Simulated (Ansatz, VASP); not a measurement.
**One calculation of LiHf2O2, two programs**

```
Li Hf O
1.0
     3.06501    0.00000    0.00000
     0.00000    3.06501    0.00000
     0.00000    0.00000    7.77765
Li Hf O
1 2 2
Direct
  0.00000 0.00000 0.00000
  0.00000 0.00000 0.75685
  0.00000 0.00000 0.24315
  0.00000 0.50000 0.00000
  0.50000 0.00000 0.00000
```

Alike in both runs: task relaxation of cell and atoms; functional PBE; k mesh 6 × 6 × 2; occupations gaussian, width 0.1 eV; no spin polarisation.

|  | VASP | Ansatz |
| --- | --- | --- |
| version | VASP 6.6.1 | Ansatz 0.2.0 |
| potentials or method | VASP PAW PBE potentials, release 64 (Li_sv, Hf_pv, O), cutoff 600 eV | scalar-relativistic, plane waves, PAW |
| valence electrons in the cell | 35 | 67 |

```csv
,VASP,Ansatz,Ansatz less VASP
"gap on the k mesh at the Fermi level, each at its own relaxed structure (eV)",none,none,-
relaxed volume (Å³/atom),15.86,15.93,+0.068
relaxed cell length with the largest relative difference (Å),6.852,6.900,+0.0480
```

A gap of «none» marks a metal or a gap that the smearing closes. VASP's potentials hold 35 valence electrons a cell and Ansatz's 67, so a difference there can come from the potentials and not from the codes.

The k mesh is coarse, so the values compare programs but aren't converged. Neither program's run includes spin-orbit coupling. Noted on VASP's run: the cutoff is short for stress, so the pressure is rough.
